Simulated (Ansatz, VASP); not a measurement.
Ga: VASP beside Ansatz

INCAR

```
SYSTEM = Ga
PREC = Accurate
ENCUT = 520
EDIFF = 1E-7
ISMEAR = -1
SIGMA = 0.08
LREAL = .False.
LASPH = .True.
NELM = 100
ALGO = Normal
ISIF = 2
LWAVE = .False.
LCHARG = .False.
GGA = PE
NBANDS = 20
```

KPOINTS

```
regular mesh
0
Gamma
  12 12 10
  0 0 0
```

POSCAR

```
Ga
1.0
    1.4935000000     -4.1869500000      0.0000000000
    1.4935000000      4.1869500000      0.0000000000
    0.0000000000      0.0000000000      3.1700000000
Ga
2
Direct
    0.8670000000      0.1330000000      0.2500000000
    0.1330000000      0.8670000000      0.7500000000
```

Input for Ansatz:

```yaml
crystal:
  lattice:
    - [1.4935, -4.18695, 0.0]
    - [1.4935, 4.18695, 0.0]
    - [0.0, 0.0, 3.17]
  atoms:
    - { symbol: Ga, position: [0.867, 0.133, 0.25] }
    - { symbol: Ga, position: [0.133, 0.867, 0.75] }
kpoints:
  mp_grid: { grid: [12, 12, 10] }
  band_path:
    path:
      - [0.0, 0.0, 0.0]
      - [-0.5, 0.5, 0.0]
      - [-0.2818093587, 0.7181906413, 0.0]
      - [0.2818093587, 0.2818093587, 0.0]
      - [0.0, 0.0, 0.0]
      - [0.0, 0.0, 0.5]
      - [0.2818093587, 0.2818093587, 0.5]
      - [-0.2818093587, 0.7181906413, 0.5]
      - [-0.5, 0.5, 0.5]
    npoints: 5
scf:
  occupations: { method: fermi_dirac, width: 0.08 }
hamiltonian:
  xc: pbe
  pseudopotentials: { kind: all_electron, lapw: { basis_error: 0.001 } }
output:
  forces: true
  stress: true
  eigenvalues: true
```

Change from the starting cell: equal xx and yy strain of +3 %.

Alike in both runs: task single point; functional PBE; k mesh 12 × 12 × 10; occupations fermi-dirac, width 0.08 eV; no spin polarisation.

```csv
,VASP,Ansatz
version,VASP 6.6.1,Ansatz 0.2.0
potentials or method,"VASP PAW PBE potentials, release 64 (Ga_d), cutoff 520 eV","all-electron LAPW, scalar-relativistic"
```

|  | VASP | Ansatz | Ansatz less VASP |
| --- | --- | --- | --- |
| pressure (GPa) | -0.9 | -1.0 | -0.06 |
| traceless stress, the component that is largest in VASP (GPa) | -2.01 | -2.00 | +0.016 |
| rms of the force components (eV/Å) | 0.101 | 0.100 | -0.0012 |

Atom by atom the forces differ by 0.001 eV/Å (rms over components). Ansatz ran all-electron here, and VASP with PAW potentials.
